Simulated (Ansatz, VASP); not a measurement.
**Two plane-wave programs on P**

```
CELL_PARAMETERS angstrom
3.15448 0.00000 0.00000
0.00000 33.29413 0.00000
0.00000 0.00000 4.42640
ATOMIC_POSITIONS crystal
P 0.00000 0.96783 0.57950
P 0.00000 0.03217 0.42050
P 0.50000 0.03217 0.07950
P 0.50000 0.96783 0.92050
```

Change from the starting cell: equal strain along all axes, cell held, atoms relaxed: -4.5 %.

Alike in both runs: functional PBE; k mesh 8 × 1 × 6; occupations gaussian, width 0.02 eV; no spin polarisation.

Ansatz relaxed the structure, and its values are those at the end. VASP's run is a single point on that final structure, the one shown.

```csv
,VASP,Ansatz
version,VASP 6.6.1,Ansatz 0.2.0
potentials or method,"VASP PAW PBE potentials, release 64 (P), cutoff 520 eV","scalar-relativistic, plane waves, PAW"
valence electrons in the cell,20,20
```

```tsv
	VASP	Ansatz	Ansatz less VASP
gap on the k mesh at the Fermi level (eV)	0.46	0.45	-0.017
least direct gap on the mesh (eV)	0.46	0.45	-0.017
rms of the force components (eV/Å)	0.034	0.004	-0.0302
```

Ansatz's warnings: stress scf threshold loose.
